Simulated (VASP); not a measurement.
Input of a VASP 6.6.1 run:

The input INCAR:

```
ALGO = Normal ; EDIFF = 1E-6
ENCUT = 520 ; ISIF = 2
ISMEAR = 0 ; LASPH = True
LCHARG = True ; LELF = True
LREAL = False ; LVHAR = True
LWAVE = False ; NBANDS = 18
NELM = 100 ; PREC = Accurate
SIGMA = 0.15
```

File KPOINTS:

```
k-points
0
Gamma
  16 16 16
```

POSCAR

```
ZnAg
1.0
    3.1560000000      0.0000000000      0.0000000000
    0.0000000000      3.1560000000      0.0000000000
    0.0000000000      0.0000000000      3.1560000000
Zn Ag
1 1
Direct
    0.5000000000      0.5000000000      0.5000000000
    0.0000000000      0.0000000000      0.0396070976
```

Potentials or basis: VASP PAW LDA potentials, release 64 (Zn, Ag).

Launch:

```bash
$ cat potpaw_LDA.64/Zn/POTCAR potpaw_LDA.64/Ag/POTCAR > POTCAR
$ mpirun -np 1 vasp_std > vasp.out
```

Q: What does it give for the largest force?

A: 0.351 eV/Å.

Q: Predict the pressure.

A: -7.3 GPa.

Stress tensor (GPa, compression positive):
```
-7.16  0.00  0.00
 0.00 -7.16  0.00
 0.00  0.00 -7.64
```

Caveat: the cell differs from its parent crystal (all Ag atoms moved +0.125 Å, as atom 2 along Cartesian [0 0 1]).
